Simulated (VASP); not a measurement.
# CO2 (Pa-3) in VASP: single point with r2SCAN

Aim: the single point of CO2 with r2SCAN.

Everything below comes from runs of VASP 6.6.1. Logs are shortened: lines on timing, memory, paths and dates and some standing lists are left out, and cuts for length are marked.

### Step 1. The cell of the first run

The structure is cubic, space group Pa-3 (No. 205). Conventional cell: a = 5.630 Å, b = 5.630 Å, c = 5.630 Å, α = 90.00°, β = 90.00°, γ = 90.00°. C (site symmetry -3) has 2 O at 1.05 Å within 1.4 Å. O (site symmetry 3) has 1 C at 1.05 Å within 1.4 Å.

### Step 2. Single point, r2SCAN

Input file POSCAR:

```
CO2
1.0
    5.6300000000      0.0000000000      0.0000000000
    0.0000000000      5.6300000000      0.0000000000
    0.0000000000      0.0000000000      5.6300000000
C O
4 8
Direct
    0.0000000000      0.0000000000      0.0000000000
    0.5000000000      0.0000000000      0.5000000000
    0.5000000000      0.5000000000      0.0000000000
    0.0000000000      0.5000000000      0.5000000000
    0.1080000000      0.1080000000      0.1080000000
    0.3920000000      0.8920000000      0.6080000000
    0.6080000000      0.3920000000      0.8920000000
    0.8920000000      0.6080000000      0.3920000000
    0.8920000000      0.8920000000      0.8920000000
    0.6080000000      0.1080000000      0.3920000000
    0.3920000000      0.6080000000      0.1080000000
    0.1080000000      0.3920000000      0.6080000000
```

Input file INCAR.step1:

```
SYSTEM = CO2
PREC = Accurate
ENCUT = 660
ISMEAR = -1
SIGMA = 0.1
LREAL = .False.
LASPH = .True.
NELM = 120
NBANDS = 44
GGA = PE
ALGO = Normal
EDIFF = 1E-5
LWAVE = .True.
LCHARG = .False.
GGA_COMPAT = .False.
```

Input file INCAR.step2:

```
SYSTEM = CO2
PREC = Accurate
ENCUT = 660
EDIFF = 1E-6
ISMEAR = -1
SIGMA = 0.1
LREAL = .False.
LASPH = .True.
NELM = 120
ALGO = Normal
ISIF = 2
LWAVE = .False.
LCHARG = .False.
METAGGA = R2SCAN
LMIXTAU = .True.
NBANDS = 44
ISTART = 1
GGA_COMPAT = .False.
```

Input file KPOINTS:

```
Automatic mesh
0
Gamma
  5 5 5
  0 0 0
```

Potentials or basis: VASP PAW PBE potentials, release 64 (C, O).

Run with:

```console
> cat potpaw_PBE.64/C/POTCAR potpaw_PBE.64/O/POTCAR > POTCAR
> cp INCAR.step1 INCAR
> mpirun -np 1 vasp_std > vasp.out
> cp INCAR.step2 INCAR
> mpirun -np 1 vasp_std > vasp.out
```

OUTCAR:

```text
SYSTEM = CO2
   PREC = Accurate
   ENCUT = 660
   EDIFF = 1E-6
   ISMEAR = -1
   LREAL = .False.
   LASPH = .True.
   NELM = 120
   ISIF = 2
   METAGGA = R2SCAN
   ISTART = 1

 ion  position               nearest neighbor table
   1  0.000  0.000  0.000-   5 1.05   9 1.05
   2  0.500  0.000  0.500-   6 1.05  10 1.05
   3  0.500  0.500  0.000-   7 1.05  11 1.05
   4  0.000  0.500  0.500-   8 1.05  12 1.05
   5  0.108  0.108  0.108-   1 1.05
   6  0.392  0.892  0.608-   2 1.05
   7  0.608  0.392  0.892-   3 1.05
   8  0.892  0.608  0.392-   4 1.05
   9  0.892  0.892  0.892-   1 1.05
  10  0.608  0.108  0.392-   2 1.05
  11  0.392  0.608  0.108-   3 1.05
  12  0.108  0.392  0.608-   4 1.05

  LATTYP: Found a simple cubic cell.
 ALAT       =     5.6300000000

  Lattice vectors:

 A1 = (   5.6300000000,   0.0000000000,   0.0000000000)
 A2 = (   0.0000000000,   5.6300000000,   0.0000000000)
 A3 = (   0.0000000000,   0.0000000000,   5.6300000000)

Analysis of symmetry for initial positions (statically):
=====================================================================
 Subroutine PRICEL returns:
 Original cell was already a primitive cell.

 Routine SETGRP: Setting up the symmetry group for a
 simple cubic supercell.

 Subroutine GETGRP returns: Found 24 space group operations
 (whereof  6 operations were pure point group operations)
 out of a pool of 48 trial point group operations.

The static configuration has the point symmetry S_6 .
 The point group associated with its full space group is T_h .

Analysis of symmetry for dynamics (positions and initial velocities):
=====================================================================
 Subroutine PRICEL returns:
 Original cell was already a primitive cell.

 Routine SETGRP: Setting up the symmetry group for a
 simple cubic supercell.

 Subroutine GETGRP returns: Found 24 space group operations
 (whereof  6 operations were pure point group operations)
 out of a pool of 48 trial point group operations.

The dynamic configuration has the point symmetry S_6 .
 The point group associated with its full space group is T_h .

 Subroutine INISYM returns: Found 24 space group operations
 (whereof  6 operations are pure point group operations),
 and found     1 'primitive' translations

----------------------------------------------------------------------------------------

                                     Primitive cell

  volume of cell :     178.4535

  direct lattice vectors                    reciprocal lattice vectors
     5.630000000  0.000000000  0.000000000     0.177619893  0.000000000  0.000000000
     0.000000000  5.630000000  0.000000000     0.000000000  0.177619893  0.000000000
     0.000000000  0.000000000  5.630000000     0.000000000  0.000000000  0.177619893

  length of vectors
     5.630000000  5.630000000  5.630000000     0.177619893  0.177619893  0.177619893

  position of ions in fractional coordinates (direct lattice)
     0.000000000  0.000000000  0.000000000
     0.500000000  0.000000000  0.500000000
     0.500000000  0.500000000  0.000000000
     0.000000000  0.500000000  0.500000000
     0.108000000  0.108000000  0.108000000
     0.392000000  0.892000000  0.608000000
     0.608000000  0.392000000  0.892000000
     0.892000000  0.608000000  0.392000000
     0.892000000  0.892000000  0.892000000
     0.608000000  0.108000000  0.392000000
     0.392000000  0.608000000  0.108000000
     0.108000000  0.392000000  0.608000000

  ion indices of the primitive-cell ions
   primitive index   ion index
                 1           1
                 2           2
                 3           3
                 4           4
                 5           5
                 6           6
                 7           7
                 8           8
                 9           9
                10          10
                11          11
                12          12

----------------------------------------------------------------------------------------

 KPOINTS: Automatic mesh

Automatic generation of k-mesh.
 Grid dimensions read from file:
 generate k-points for:    5    5    5

 Generating k-lattice:

  Cartesian coordinates                     Fractional coordinates (reciprocal lattice)
     0.035523979  0.000000000  0.000000000     0.200000000  0.000000000  0.000000000
     0.000000000  0.035523979  0.000000000     0.000000000  0.200000000  0.000000000
     0.000000000  0.000000000  0.035523979     0.000000000  0.000000000  0.200000000

  Length of vectors
     0.035523979  0.035523979  0.035523979

  Shift w.r.t. Gamma in fractional coordinates (k-lattice)
     0.000000000  0.000000000  0.000000000

 Subroutine IBZKPT returns following result:
 ===========================================

 Found     11 irreducible k-points:

 Following reciprocal coordinates:
            Coordinates               Weight
  0.000000  0.000000  0.000000      1.000000
  0.200000  0.000000  0.000000      6.000000
  0.400000  0.000000  0.000000      6.000000
  0.200000  0.200000  0.000000     12.000000
  0.400000  0.200000  0.000000     12.000000
 -0.200000  0.400000  0.000000     12.000000
  0.400000  0.400000  0.000000     12.000000
  0.200000  0.200000  0.200000      8.000000
  0.400000  0.200000  0.200000     24.000000
  0.400000  0.400000  0.200000     24.000000
  0.400000  0.400000  0.400000      8.000000
   k-points           NKPTS =     11   k-points in BZ     NKDIM =     11   number of bands    NBANDS=     44
   number of dos      NEDOS =    301   number of ions     NIONS =     12
   total plane-waves  NPLWV = 110592
   dimension x,y,z NGX =    48 NGY =   48 NGZ =   48
   dimension x,y,z NGXF=    96 NGYF=   96 NGZF=   96
   ions per type =               4   8
   NGX,Y,Z   is equivalent  to a cutoff of  14.17, 14.17, 14.17 a.u.
   NGXF,Y,Z  is equivalent  to a cutoff of  28.35, 28.35, 28.35 a.u.
 SYSTEM =  CO2
   PREC   = accura    normal or accurate (medium, high low for compatibility)
   ISTART =      1    job   : 0-new  1-cont  2-samecut
   ICHARG =      0    charge: 1-file 2-atom 10-const
   ISPIN  =      1    spin polarized calculation?
   LNONCOLLINEAR =      F non collinear calculations
   LSORBIT =      F    spin-orbit coupling
   LASPH  =      T    aspherical Exc in radial PAW
   ENCUT  =  660.0 eV  48.51 Ry    6.96 a.u.  11.79 11.79 11.79*2*pi/ulx,y,z
   NELM   =    120;   NELMIN=  2; NELMDL=  0     # of ELM steps
   EDIFF  = 0.1E-05   stopping-criterion for ELM
   LREAL  =      F    real-space projection
[... 7 lines left out ...]
   TEBEG  =    0.0;   TEEND  =   0.0 temperature during run
   PSTRESS=    0.0 pullay stress
   NELECT =      64.0000    total number of electrons
   NUPDOWN=      -1.0000    fix difference up-down
   EMIN   =  10.00;   EMAX   =-10.00  energy-range for DOS
   EFERMI =   0.00;   METHOD = LEGACY
   ISMEAR =    -1;   SIGMA  =   0.10  broadening in eV -4-tet -1-fermi 0-gaus
   EFERMI_NEDOS =   21; number of points for ismear=-14 and -15
   IALGO  =     38    algorithm
   IMIX   =      4    mixing-type and parameters
     AMIX     =   0.40;   BMIX     =  1.00
     AMIX_MAG =   1.60;   BMIX_MAG =  1.00
  volume/ion in A,a.u.               =      14.87       100.36
  Fermi-wavevector in a.u.,A,eV,Ry     =   1.163125  2.197988 18.406778  1.352860
  Thomas-Fermi vector in A             =   2.299678
   LORBIT       =      0    0 simple, 1 ext, 2 COOP (PROOUT), +10 PAW based schemes
   METAGGA = R2SCAN    functional components
   LHFCALC =     F    Hartree Fock is set to
   AEXX    =    0.0000 exact exchange contribution
   IVDW    =     0    specifies the selected vdW correction
   LEPSILON=     F    determine dielectric tensor
   LRPA    =     F    only Hartree local field effects (RPA)
 non-spin polarized calculation
  energy-cutoff  :      660.00
  volume of cell :      178.45
 maximum number of plane-waves:      6931
 NGX is ok and might be reduce to    48
   NGX = 23   NGY = 23   NGZ = 23

 number of electron      63.9999969 magnetization

 Free energy of the ion-electron system (eV)
  ---------------------------------------------------
  ext. energy  EPLUGINS =         0.00000000
  ---------------------------------------------------
  free energy    TOTEN  =       -95.77689837 eV

  energy without entropy =      -95.77689837  energy(sigma->0) =      -95.77689837

 E-fermi :  -2.1061     XC(G=0):  -7.9657

 val. band max:       -4.4963182893   @ k =   0.0000   0.0000   0.0000
 cond. band min:       3.8596349118   @ k =   0.0000   0.0000   0.0000
 fundamental gap:      8.3559532011
 Fermi energy:        -2.1061294882

 k-point     1 :       0.0000    0.0000    0.0000
  band No.  band energies     occupation
      1     -27.5069      2.00000
      2     -27.3761      2.00000
      3     -27.3761      2.00000
      4     -27.3761      2.00000
      5     -26.4533      2.00000
      6     -26.4533      2.00000
[... 36 lines left out ...]
     43       8.0267      0.00000
     44       8.0267      0.00000

 k-point     2 :       0.2000    0.0000    0.0000
  band No.  band energies     occupation
      1     -27.4948      2.00000
      2     -27.3890      2.00000
      3     -27.3760      2.00000
      4     -27.3760      2.00000
      5     -26.4527      2.00000
      6     -26.4527      2.00000
[... 36 lines left out ...]
     43       8.3014      0.00000
     44       8.3825      0.00000

 k-point     3 :       0.4000    0.0000    0.0000
  band No.  band energies     occupation
      1     -27.4629      2.00000
      2     -27.4226      2.00000
      3     -27.3759      2.00000
      4     -27.3759      2.00000
      5     -26.4521      2.00000
      6     -26.4521      2.00000
[... 365 lines left out ...]
     43       7.5869      0.00000
     44       7.9438      0.00000

 k-point    11 :       0.4000    0.4000    0.4000
  band No.  band energies     occupation
      1     -27.4181      2.00000
      2     -27.4054      2.00000
      3     -27.4053      2.00000
      4     -27.4053      2.00000
      5     -26.4477      2.00000
      6     -26.4477      2.00000
[... 36 lines left out ...]
     43       7.6005      0.00000
     44       7.6232      0.00000

------------------------ aborting loop because EDIFF is reached ----------------------------------------

  FORCE on cell =-STRESS in cart. coord.  units (eV):
  Direction    XX          YY          ZZ          XY          YZ          ZX
  --------------------------------------------------------------------------------------
  -------------------------------------------------------------------------------------
  Total       50.2581949     50.2581949     50.2581949      0.0000000      0.0000000     -0.0000000
  in kB      451.2240965    451.2240965    451.2240965      0.0000000      0.0000000     -0.0000000
  external PRESSURE =     451.2240965 kB  Pullay stress =       0.0000000 kB

 VOLUME and BASIS-vectors are now :
 -----------------------------------------------------------------------------
  energy-cutoff  :      660.00
  volume of cell :      178.45
      direct lattice vectors                 reciprocal lattice vectors
     5.630000000  0.000000000  0.000000000     0.177619893  0.000000000  0.000000000
     0.000000000  5.630000000  0.000000000     0.000000000  0.177619893  0.000000000
     0.000000000  0.000000000  5.630000000     0.000000000  0.000000000  0.177619893

 POSITION                                       TOTAL-FORCE (eV/Angst)
 -----------------------------------------------------------------------------------
      0.00000      0.00000      0.00000         0.000000     -0.000000      0.000000
      2.81500      0.00000      2.81500         0.000000     -0.000000      0.000000
      2.81500      2.81500      0.00000         0.000000     -0.000000      0.000000
      0.00000      2.81500      2.81500         0.000000     -0.000000      0.000000
      0.60804      0.60804      0.60804        10.627063     10.627063     10.627063
      2.20696      5.02196      3.42304       -10.627063    -10.627063     10.627063
      3.42304      2.20696      5.02196        10.627063    -10.627063    -10.627063
      5.02196      3.42304      2.20696       -10.627063     10.627063    -10.627063
      5.02196      5.02196      5.02196       -10.627063    -10.627063    -10.627063
      3.42304      0.60804      2.20696        10.627063     10.627063    -10.627063
      2.20696      3.42304      0.60804       -10.627063     10.627063     10.627063
      0.60804      2.20696      3.42304        10.627063    -10.627063     10.627063
 -----------------------------------------------------------------------------------
    total drift:                                0.000000      0.000000     -0.000000

  FREE ENERGIE OF THE ION-ELECTRON SYSTEM (eV)
  ---------------------------------------------------
  free  energy   TOTEN  =       -95.7768983738 eV

  energy  without entropy=      -95.7768983736  energy(sigma->0) =      -95.77689837
```

It took 11 min on 1 thread of Intel Xeon 8259CL, shared host; peak memory 0.4 GiB.

What came out:

```
Free energy            : -95.7769 eV
Pressure               : 45.1 GPa
Largest force          : 18.407 eV/Å
Band gap on the k mesh : 8.36 eV
```

Forces on the atoms (eV/Å):
```
C     0.000   0.000   0.000
C     0.000   0.000   0.000
C     0.000   0.000   0.000
C     0.000   0.000   0.000
O    10.627  10.627  10.627
O   -10.627 -10.627  10.627
O    10.627 -10.627 -10.627
O   -10.627  10.627 -10.627
O   -10.627 -10.627 -10.627
O    10.627  10.627 -10.627
O   -10.627  10.627  10.627
O    10.627 -10.627  10.627
```

Caveat: the cell stands under pressure; the PAW data sets were made with another functional, which shifts forces and pressure a little; an odd mesh through Γ misses points on the zone boundary, where band edges can lie.
